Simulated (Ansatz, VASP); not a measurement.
# One calculation of SrO, two programs

```
CELL_PARAMETERS angstrom
4.24532 0.00000 0.00000
-2.12266 3.67656 0.00000
0.00000 0.00000 5.04191
ATOMIC_POSITIONS crystal
Sr 0.33333 0.66667 0.94395
Sr 0.66667 0.33333 0.44395
O 0.33333 0.66667 0.43105
O 0.66667 0.33333 0.93105
```

Alike in both runs: task single point; functional PBEsol; k mesh 9 × 9 × 6; occupations gaussian, width 0.02 eV; no spin polarisation.

|  | VASP | Ansatz |
| --- | --- | --- |
| version | VASP 6.6.1 | Ansatz 0.2.0 |
| potentials or method | VASP PAW PBE potentials, release 64 (Sr_sv, O), cutoff 520 eV | scalar-relativistic, plane waves, PAW |
| valence electrons in the cell | 32 | 32 |

|  | VASP | Ansatz | Ansatz less VASP |
| --- | --- | --- | --- |
| gap on the k mesh at the Fermi level (eV) | 2.56 | 2.59 | +0.023 |
| least direct gap on the mesh (eV) | 2.56 | 2.59 | +0.023 |
| pressure (GPa) | 1.5 | 0.9 | -0.59 |
| traceless stress, the component that is largest in VASP (GPa) | 1.73 | 1.63 | -0.108 |
| rms of the force components (eV/Å) | 0.118 | 0.110 | -0.0081 |

VASP's potentials were made for PBE, not for PBEsol. Atom by atom the forces differ by 0.008 eV/Å (rms over components). With one functional, cell and mesh, what is left measures potentials, basis and numerics.
